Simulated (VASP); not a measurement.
Write the native input for VASP 6.6.1 that does the following.

| Item | Value |
| --- | --- |
| Task | single point |
| Functional | PBE |
| Potentials or basis | VASP PAW PBE potentials, release 64 (B, As) |
| Cutoff | 520 eV |
| k mesh | 8 × 8 × 8 |
| Occupations | gaussian, width 0.02 eV |
| Spin | no spin polarisation |
| Dipole correction | no |
| Further INCAR settings | ALGO = Normal; EDIFF = 1e-07; NBANDS = 11 |

The structure of BAs lies in POSCAR:

```
BAs
1.0
    0.0000000000      2.3646150000      2.3885000000
    2.3646150000      0.0000000000      2.3885000000
    2.3646150000      2.3646150000      0.0000000000
B As
1 1
Direct
    0.0000000000      0.0000000000      0.0000000000
    0.2500000000      0.2500000000      0.2500000000
```

These files were run (other wordings do the same):

INCAR

```
SYSTEM = BAs
PREC = Accurate ; ENCUT = 520
EDIFF = 1E-7 ; ISMEAR = 0
SIGMA = 0.02 ; LREAL = .False.
LASPH = .True. ; NELM = 100
ALGO = Normal ; ISIF = 2
LWAVE = .False. ; LCHARG = .False.
GGA = PE ; NBANDS = 11
```

KPOINTS

```
regular mesh
0
Gamma
  8 8 8
  0 0 0
```

Potentials or basis: VASP PAW PBE potentials, release 64 (B, As).

Launch:

```bash
$ cat potpaw_PBE.64/B/POTCAR potpaw_PBE.64/As/POTCAR > POTCAR
$ mpirun -np 1 vasp_std > vasp.out
```

It gave:

The pressure is 6.5 GPa. The band gap on the k mesh is 1.09 eV, indirect (least direct gap 3.25 eV).

It took 15 s on 1 thread of Intel(R) Xeon(R) Platinum 8488C (Sapphire Rapids) (shared host), peak memory 0.16 GiB.
